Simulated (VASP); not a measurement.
# V (P6_3/mmc) in VASP: a series of runs, part 2 of 2

VASP 6.6.1. The steps go on from the part before.

## 4. Single point, PBE, collinear spin, ferromagnetic start (volume scaled by 0.94)

The input, INCAR:

```
  PREC = Accurate
  ENCUT = 520
  EDIFF = 1E-7
  ISMEAR = -1
  SIGMA = 0.05
  LREAL = False
  LASPH = True
  NELM = 150
  ALGO = Normal
  ISIF = 2
  LWAVE = False
  LCHARG = False
  ISPIN = 2
  MAGMOM = 2 2
  LORBIT = 11
  LMAXMIX = 4
  GGA = PE
  NBANDS = 24
```

The input, KPOINTS:

```
Automatic mesh
0
Gamma
  12 12 6
```

The input, POSCAR:

```
V
1.0
    2.5511303260      0.0000000000      0.0000000000
   -1.2755651630      2.2093436706      0.0000000000
    0.0000000000      0.0000000000      4.6269143324
V
2
Direct
    0.3333333333      0.6666666667      0.2500000000
    0.6666666667      0.3333333333      0.7500000000
```

On the command line:

```
$ cat potpaw_PBE.64/V_sv/POTCAR > POTCAR
$ mpirun -np 1 vasp_std > vasp.out
```

It took 64 s on 1 thread of Intel Xeon 6975P-C (Granite Rapids), shared host; peak memory 0.18 GiB.

The run converged. Its results:

* Free energy: -17.4403 eV
* Pressure: 11.7 GPa
* Band gap on the k mesh: zero (filled and empty bands overlap)
* Net moment: 0.00 μB per cell
* Valence electrons inside the program's atomic spheres: V 11.74

Stress tensor (GPa, compression positive):
```
12.13  0.00  0.00
 0.00 12.13  0.00
 0.00  0.00 10.80
```

Levels at points of the mesh, in eV from the Fermi level:
Spin up:
```tsv
k point	band 9	band 10	band 11	band 12	band 13	band 14	band 15	band 16	band 17	band 18
(0.00, 0.00, 0.00)	-7.00	-3.59	-0.66	-0.14	0.33	0.33	0.67	0.67	1.97	1.97
(0.50, 0.00, 0.00)	-3.18	-3.00	-2.95	-0.41	-0.11	0.33	0.64	3.19	3.80	3.92
(0.00, 0.00, 0.50)	-5.15	-5.15	-1.11	-1.11	0.37	0.37	0.37	0.37	2.70	2.70
(0.50, 0.00, 0.50)	-3.49	-3.49	-1.97	-1.97	1.76	1.76	1.79	1.79	3.86	3.86
```
Spin down:
```tsv
k point	band 9	band 10	band 11	band 12	band 13	band 14	band 15	band 16	band 17	band 18
(0.00, 0.00, 0.00)	-7.00	-3.59	-0.66	-0.14	0.33	0.33	0.67	0.67	1.97	1.97
(0.50, 0.00, 0.00)	-3.18	-3.00	-2.95	-0.41	-0.11	0.33	0.64	3.19	3.80	3.92
(0.00, 0.00, 0.50)	-5.15	-5.15	-1.11	-1.11	0.37	0.37	0.37	0.37	2.70	2.70
(0.50, 0.00, 0.50)	-3.49	-3.49	-1.97	-1.97	1.76	1.76	1.79	1.79	3.86	3.86
```

## 5. Single point, PBE, collinear spin, ferromagnetic start (volume scaled by 0.96)

The input, INCAR:

```
ALGO = Fast ; EDIFF = 1E-6
ENCUT = 520 ; GGA = PE
ISIF = 2 ; ISMEAR = -1
ISPIN = 2 ; LASPH = T
LCHARG = T ; LELF = T
LMAXMIX = 4 ; LORBIT = 11
LREAL = F ; LVHAR = T
LWAVE = F ; MAGMOM = 2 2
NBANDS = 24 ; NELM = 150
PREC = Accurate ; SIGMA = 0.05
```

The input, KPOINTS:

```
k-points
0
Gamma
  12 12 6
```

The input, POSCAR:

```
V
1.0
    2.5690966245      0.0000000000      0.0000000000
   -1.2845483122      2.2249029415      0.0000000000
    0.0000000000      0.0000000000      4.6594993097
V
2
Direct
    0.3333333333      0.6666666667      0.2500000000
    0.6666666667      0.3333333333      0.7500000000
```

On the command line:

```
$ cat potpaw_PBE.64/V_sv/POTCAR > POTCAR
$ mpirun -np 1 vasp_std > vasp.out
```

It took 63 s on 1 thread of Intel Xeon 6975P-C (Granite Rapids), shared host; peak memory 0.18 GiB.

Results (log left out):

```yaml
Free_energy: -17.4733 eV
Pressure: 7.3 GPa
Band_gap_on_the_k_mesh: zero (filled and empty bands overlap)
Net_moment: 0.00 μB per cell
Valence_electrons_inside_the_program's_atomic_spheres: V 11.70
```

Stress tensor (GPa, compression positive):
```
7.72 0.00 0.00
0.00 7.72 0.00
0.00 0.00 6.44
```

Levels at points of the mesh, in eV from the Fermi level:
Spin up:
| k point | band 10 | band 11 | band 12 | band 13 | band 14 | band 15 | band 16 | band 17 |
| --- | --- | --- | --- | --- | --- | --- | --- | --- |
| (0.00, 0.00, 0.00) | -3.53 | -0.63 | -0.18 | 0.33 | 0.33 | 0.66 | 0.66 | 1.92 |
| (0.50, 0.00, 0.00) | -2.95 | -2.86 | -0.39 | -0.14 | 0.32 | 0.64 | 3.11 | 3.70 |
| (0.00, 0.00, 0.50) | -5.13 | -1.08 | -1.08 | 0.37 | 0.37 | 0.37 | 0.37 | 2.63 |
| (0.50, 0.00, 0.50) | -3.40 | -1.91 | -1.91 | 1.72 | 1.72 | 1.73 | 1.73 | 3.76 |
Spin down:
| k point | band 11 | band 12 | band 13 | band 14 | band 15 | band 16 |
| --- | --- | --- | --- | --- | --- | --- |
| (0.00, 0.00, 0.00) | -0.63 | -0.18 | 0.33 | 0.33 | 0.66 | 0.66 |
| (0.50, 0.00, 0.00) | -2.86 | -0.39 | -0.14 | 0.32 | 0.64 | 3.11 |
| (0.00, 0.00, 0.50) | -1.08 | -1.08 | 0.37 | 0.37 | 0.37 | 0.37 |
| (0.50, 0.00, 0.50) | -1.91 | -1.91 | 1.72 | 1.72 | 1.73 | 1.73 |

## 6. Single point, PBE, collinear spin, ferromagnetic start (volume scaled by 0.98)

The input, INCAR:

```
SYSTEM = V
  PREC = Accurate
  ENCUT = 520
  EDIFF = 1E-6
  ISMEAR = -1
  SIGMA = 0.05
  LREAL = .False.
  LASPH = .True.
  NELM = 150
  ALGO = Normal
  ISIF = 2
  LWAVE = .False.
  LCHARG = .False.
  ISPIN = 2
  MAGMOM = 2 2
  LORBIT = 11
  LMAXMIX = 4
  GGA = PE
  NBANDS = 24
```

The input, KPOINTS:

```
Automatic mesh
0
Gamma
  12 12 6
  0 0 0
```

The input, POSCAR:

```
V
1.0
    2.5868150921      0.0000000000      0.0000000000
   -1.2934075460      2.2402475846      0.0000000000
    0.0000000000      0.0000000000      4.6916348032
V
2
Direct
    0.3333333333      0.6666666667      0.2500000000
    0.6666666667      0.3333333333      0.7500000000
```

Potentials or basis: VASP PAW PBE potentials, release 64 (V_sv).

On the command line:

```
$ cat potpaw_PBE.64/V_sv/POTCAR > POTCAR
$ mpirun -np 1 vasp_std > vasp.out
```

OUTCAR:

```text
SYSTEM = V
   PREC = Accurate
   ENCUT = 520
   EDIFF = 1E-6
   ISMEAR = -1
   LREAL = .False.
   LASPH = .True.
   NELM = 150
   ISIF = 2
   ISPIN = 2
   LORBIT = 11
   GGA = PE

 ion  position               nearest neighbor table
   1  0.333  0.667  0.250-   2 2.78   2 2.78   2 2.78   2 2.78   2 2.78   2 2.78
   2  0.667  0.333  0.750-   1 2.78   1 2.78   1 2.78   1 2.78   1 2.78   1 2.78

  LATTYP: Found a hexagonal cell.
 ALAT       =     2.5868150921
 C/A-ratio  =     1.8136722712

  Lattice vectors:

 A1 = (   2.5868150921,   0.0000000000,   0.0000000000)
 A2 = (  -1.2934075460,   2.2402475846,   0.0000000000)
 A3 = (   0.0000000000,   0.0000000000,   4.6916348032)

Analysis of symmetry for initial positions (statically):
=====================================================================
 Subroutine PRICEL returns:
 Original cell was already a primitive cell.

 Routine SETGRP: Setting up the symmetry group for a
 hexagonal supercell.

 Subroutine GETGRP returns: Found 24 space group operations
 (whereof 12 operations were pure point group operations)
 out of a pool of 24 trial point group operations.

The static configuration has the point symmetry D_3d.
 The point group associated with its full space group is D_6h.

Analysis of symmetry for dynamics (positions and initial velocities):
=====================================================================
 Subroutine PRICEL returns:
 Original cell was already a primitive cell.

 Routine SETGRP: Setting up the symmetry group for a
 hexagonal supercell.

 Subroutine GETGRP returns: Found 24 space group operations
 (whereof 12 operations were pure point group operations)
 out of a pool of 24 trial point group operations.

The dynamic configuration has the point symmetry D_3d.
 The point group associated with its full space group is D_6h.

Analysis of structural, dynamic, and magnetic symmetry:
[... 144 lines left out ...]
  energy-cutoff  :      520.00
  volume of cell :       27.19
 maximum number of plane-waves:       744
 NGX is ok and might be reduce to    20
   NGX =  9   NGY =  9   NGZ = 17

 number of electron      26.0000017 magnetization      -0.0058976

 number of electron      26.0000017 magnetization       0.0007800

 Free energy of the ion-electron system (eV)
  ---------------------------------------------------
  ext. energy  EPLUGINS =         0.00000000
  ---------------------------------------------------
  free energy    TOTEN  =       -17.49170880 eV

  energy without entropy =      -17.46696299  energy(sigma->0) =      -17.47933589

 E-fermi :   9.9518     XC(G=0): -12.8360

 val. band max:        9.9298016846   @ k =   0.3333   0.0000   0.1667
 cond. band min:       9.9756042828   @ k =   0.3333   0.1667   0.5000
 fundamental gap:      0.0458025981
 Fermi energy:         9.9518297193

 spin component 1

 k-point     1 :       0.0000    0.0000    0.0000
  band No.  band energies     occupation
      1     -54.0555      1.00000
      2     -53.9393      1.00000
      3     -28.1746      1.00000
      4     -27.4981      1.00000
      5     -27.3552      1.00000
      6     -27.3552      1.00000
[... 637 lines left out ...]
     23      25.0979      0.00000
     24      27.2863      0.00000

 [... further k-points ...]

 spin component 2

 k-point     1 :       0.0000    0.0000    0.0000
  band No.  band energies     occupation
      1     -54.0553      1.00000
      2     -53.9391      1.00000
      3     -28.1744      1.00000
      4     -27.4979      1.00000
      5     -27.3550      1.00000
      6     -27.3550      1.00000
[... 637 lines left out ...]
     23      25.0981      0.00000
     24      27.2863      0.00000

 [... further k-points ...]
[... 5 lines left out ...]
  --------------------------------------------------------------------------------------
  -------------------------------------------------------------------------------------
  Total        0.6212360      0.6212360      0.4088318      0.0000000     -0.0000000      0.0000000
  in kB       36.6084692     36.6084692     24.0918248      0.0000000     -0.0000000      0.0000000
  external PRESSURE =      32.4362544 kB  Pullay stress =       0.0000000 kB

 VOLUME and BASIS-vectors are now :
 -----------------------------------------------------------------------------
  energy-cutoff  :      520.00
  volume of cell :       27.19
      direct lattice vectors                 reciprocal lattice vectors
     2.586815092  0.000000000  0.000000000     0.386575756  0.223189617  0.000000000
    -1.293407546  2.240247585  0.000000000     0.000000000  0.446379234  0.000000000
     0.000000000  0.000000000  4.691634803     0.000000000  0.000000000  0.213145320

 POSITION                                       TOTAL-FORCE (eV/Angst)
 -----------------------------------------------------------------------------------
     -0.00000      1.49350      1.17291        -0.000000      0.000000      0.000000
      1.29341      0.74675      3.51873         0.000000     -0.000000      0.000000
 -----------------------------------------------------------------------------------
    total drift:                               -0.000000      0.000000     -0.000000

  FREE ENERGIE OF THE ION-ELECTRON SYSTEM (eV)
  ---------------------------------------------------
  free  energy   TOTEN  =       -17.4917087999 eV

  energy  without entropy=      -17.4669629871  energy(sigma->0) =      -17.47933589

 total charge

# of ion       s       p       d       tot
------------------------------------------
    1        2.349   6.215   3.098  11.662
    2        2.349   6.215   3.098  11.662
--------------------------------------------------
tot          4.698  12.430   6.196  23.324

 magnetization (x)

# of ion       s       p       d       tot
------------------------------------------
    1       -0.000   0.000   0.000   0.000
    2       -0.000   0.000   0.000   0.000
--------------------------------------------------
tot         -0.000   0.000   0.000   0.000
```

OSZICAR:

```text
N       E                     dE             d eps       ncg     rms          rms(c)
DAV:   1     0.315099802135E+03    0.31510E+03   -0.15757E+04  7312   0.128E+03
DAV:   2    -0.105818706251E+02   -0.32568E+03   -0.31594E+03  7488   0.421E+02
DAV:   3    -0.189491300838E+02   -0.83673E+01   -0.83409E+01  8536   0.802E+01
DAV:   4    -0.190044747014E+02   -0.55345E-01   -0.55342E-01  8032   0.690E+00
DAV:   5    -0.190052573264E+02   -0.78262E-03   -0.78262E-03  8568   0.753E-01    0.267E+01
DAV:   6    -0.172361662460E+02    0.17691E+01   -0.60230E+00  8080   0.262E+01    0.464E+00
DAV:   7    -0.174355700828E+02   -0.19940E+00   -0.36541E-01  8112   0.568E+00    0.453E+00
DAV:   8    -0.174667227650E+02   -0.31153E-01   -0.14712E-02  7760   0.115E+00    0.167E+00
DAV:   9    -0.174846429838E+02   -0.17920E-01   -0.73280E-03  8032   0.666E-01    0.728E-01
DAV:  10    -0.174914970624E+02   -0.68541E-02   -0.78010E-03  8104   0.589E-01    0.647E-02
DAV:  11    -0.174917057221E+02   -0.20866E-03   -0.27257E-04  7800   0.161E-01    0.355E-02
DAV:  12    -0.174917086180E+02   -0.28959E-05   -0.15026E-05  8208   0.386E-02    0.187E-02
DAV:  13    -0.174917087999E+02   -0.18185E-06   -0.22717E-06  6600   0.144E-02
   1 F= -.17491709E+02 E0= -.17479336E+02  d E =-.247458E-01  mag=    -0.0000
```

stdout:

```text
POSCAR found type information on POSCAR V
 POSCAR found :  1 types and       2 ions
 scaLAPACK will be used
 LDA part: xc-table for (Slater+PW92), standard interpolation
 POSCAR, INCAR and KPOINTS ok, starting setup
 FFT: planning ... GRIDC
 FFT: planning ... GRID_SOFT
 FFT: planning ... GRID
 WAVECAR not read
 entering main loop
```

Run time: 51 s. Hardware: 1 thread of Intel Xeon 6975P-C (Granite Rapids), shared host; peak memory 0.19 GiB.

Results:

```yaml
Free_energy: -17.4917 eV
Pressure: 3.2 GPa
Band_gap_on_the_k_mesh: zero (filled and empty bands overlap)
Net_moment: 0.00 μB per cell
Valence_electrons_inside_the_program's_atomic_spheres: V 11.66
```

Stress tensor (GPa, compression positive):
```
3.66 0.00 0.00
0.00 3.66 0.00
0.00 0.00 2.41
```

## 7. Overview

| level | potentials or basis | cell | gap on the mesh (eV) | pressure (GPa) | moment (μB) |
| --- | --- | --- | --- | --- | --- |
| LDA | VASP PAW LDA potentials, release 64 (V_sv) | a = 2.551, b = 2.551, c = 4.627 Å, angles 90.0, 90.0, 120.0°, 2 atoms | none | -1.9 | 0.00 |
| PBEsol | VASP PAW PBE potentials, release 64 (V_sv) | a = 2.551, b = 2.551, c = 4.627 Å, angles 90.0, 90.0, 120.0°, 2 atoms | none | 4.2 | 0.00 |
| PBE | VASP PAW PBE potentials, release 64 (V_sv) | a = 2.551, b = 2.551, c = 4.627 Å, angles 90.0, 90.0, 120.0°, 2 atoms | none | 11.7 | 0.00 |
| PBE | VASP PAW PBE potentials, release 64 (V_sv) | a = 2.569, b = 2.569, c = 4.659 Å, angles 90.0, 90.0, 120.0°, 2 atoms | none | 7.3 | 0.00 |
| PBE | VASP PAW PBE potentials, release 64 (V_sv) | a = 2.587, b = 2.587, c = 4.692 Å, angles 90.0, 90.0, 120.0°, 2 atoms | none | 3.2 | 0.00 |

Alike in all rows: task single point; spin collinear, ferromagnetic start; k mesh 12 × 12 × 6; cutoff (eV) 520; smearing fermi-dirac 0.05 eV.

Caveats: the PAW data sets were made with another functional, which shifts forces and pressure a little (some runs).

Total energies depend on the potentials used, so only differences within one code and one set of settings carry meaning.
